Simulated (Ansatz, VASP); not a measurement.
# One calculation of CeO2, two programs

```
CELL_PARAMETERS angstrom
0.00000 2.73593 2.73593
2.73593 0.00000 2.73593
2.73593 2.73593 0.00000
ATOMIC_POSITIONS crystal
Ce 0.00000 0.00000 0.00000
O 0.25000 0.25000 0.25000
O 0.75000 0.75000 0.75000
```

Alike in both runs: task single point; functional PBE; k mesh 6 × 6 × 6; occupations gaussian, width 0.05 eV; no spin polarisation; Hubbard terms Ce f U = 5.0 eV.

|  | VASP | Ansatz |
| --- | --- | --- |
| version | VASP 6.6.1 | Ansatz 0.2.0 |
| potentials or method | VASP PAW PBE potentials, release 64 (Ce, O), cutoff 520 eV | scalar-relativistic, plane waves, PAW |
| valence electrons in the cell | 24 | 24 |

|  | VASP | Ansatz | Ansatz less VASP |
| --- | --- | --- | --- |
| gap on the k mesh at the Fermi level (eV) | 2.43 | 2.39 | -0.039 |
| least direct gap on the mesh (eV) | 2.58 | 2.50 | -0.074 |
| pressure (GPa) | 3.0 | 0.0 | -3.01 |

The programs project onto different local orbitals, so the same U acts differently, and such runs can settle in different states.

Neither program's run includes spin-orbit coupling.
